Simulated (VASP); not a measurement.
Input of a VASP 6.6.1 run:

INCAR

```
PREC = Accurate
ENCUT = 520
EDIFF = 1E-6
ISMEAR = 0
SIGMA = 0.1
LREAL = F
LASPH = T
NELM = 100
ALGO = Normal
ISIF = 2
LWAVE = F
LCHARG = F
GGA = PE
NBANDS = 31
```

KPOINTS

```
regular mesh
0
Gamma
  8 8 8
```

File POSCAR:

```
AlGa2N3
1.0
   -1.4863967442      1.4863967442      6.3181246359
    1.4863967442     -1.4863967442      6.3181246359
    1.4863967442      1.4863967442     -6.3181246359
Al Ga N
1 2 3
Direct
    0.0000000000      0.0000000000      0.0000000000
    0.6657851301      0.6657851301      0.0000000000
    0.3342148699      0.3342148699      0.0000000000
    0.1633475093      0.1633475093      0.0000000000
    0.8366524907      0.8366524907      0.0000000000
    0.5000000000      0.5000000000      0.0000000000
```

Potentials or basis: VASP PAW PBE potentials, release 64 (Al, Ga_d, N).

Run with:

```bash
$ cat potpaw_PBE.64/Al/POTCAR potpaw_PBE.64/Ga_d/POTCAR potpaw_PBE.64/N/POTCAR > POTCAR
$ mpirun -np 1 vasp_std > vasp.out
```

Problem. Estimate the band gap on the k mesh.

Solution. 1.24 eV (least direct gap 2.17 eV).

Problem. Estimate the pressure.

Solution. 0.5 GPa.

Problem. Estimate the largest force.

Solution. 0.021 eV/Å.

Forces on the atoms (eV/Å):
```
Al   0.000  0.000  0.000
Ga   0.000  0.000 -0.004
Ga   0.000  0.000  0.004
N    0.000  0.000 -0.021
N    0.000  0.000  0.021
N    0.000  0.000  0.000
```

A k mesh can miss the band edges.
